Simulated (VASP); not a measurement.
Write the native input for VASP 6.6.1 that does the following.

```yaml
Task: single point
Functional: PBE
Potentials_or_basis: VASP PAW PBE potentials, release 64 (Bi_d, Pd, Te)
Cutoff: 500 eV
k_mesh: 5 × 5 × 5
Occupations: methfessel-paxton, width 0.0135 eV
Spin: no spin polarisation
Dipole_correction: no
Further_INCAR_settings: ALGO = Normal; EDIFF = 1e-06; NBANDS = 36; ISYM = 0
```

The structure of Bi2TePd2 lies in POSCAR:

```
Bi2TePd2
1.0
    4.3345350345     -0.0269949529     -0.0071960982
   -2.1906464158      3.7916981210     -0.0007242741
   -2.1917691652      1.2613093425      7.8642746300
Bi Pd Te
2 2 1
Direct
    0.4290051890      0.5933134114      0.2729301819
    0.5717633955      0.4377951227      0.7279642305
    0.1861878816      0.8139823234      0.5613202583
    0.8156604238      0.1894340534      0.4395118546
    0.0021571529     -0.0300704206      0.0004779455
```

The input as run:

INCAR

```
ALGO = Normal
EDIFF = 1E-6
ENCUT = 500
GGA = PE
GGA_COMPAT = False
ISIF = 2
ISMEAR = 1
ISYM = 0
LASPH = True
LCHARG = True
LELF = True
LREAL = False
LVHAR = True
LWAVE = False
NBANDS = 36
NELM = 120
PREC = Accurate
SIGMA = 0.0135
```

KPOINTS

```
k-points
0
Gamma
  5 5 5
```

Potentials or basis: VASP PAW PBE potentials, release 64 (Bi_d, Pd, Te).

Command:

```sh
$ cat potpaw_PBE.64/Bi_d/POTCAR potpaw_PBE.64/Pd/POTCAR potpaw_PBE.64/Te/POTCAR > POTCAR
$ mpirun -np 1 vasp_std > vasp.out
```

Results of the run:

```json
{
 "Pressure": "0.0 GPa",
 "Largest force": "0.015 eV/Å",
 "Band gap on the k mesh": "zero (bands 28 and 29 overlap by 2.12 eV)"
}
```

Caveat: spin-orbit coupling is left out, which moves the levels of the heavy elements.

Run time: 88 s on 1 thread of Intel(R) Xeon(R) 6975P-C (Granite Rapids), on a shared host, peak memory 0.41 GiB.
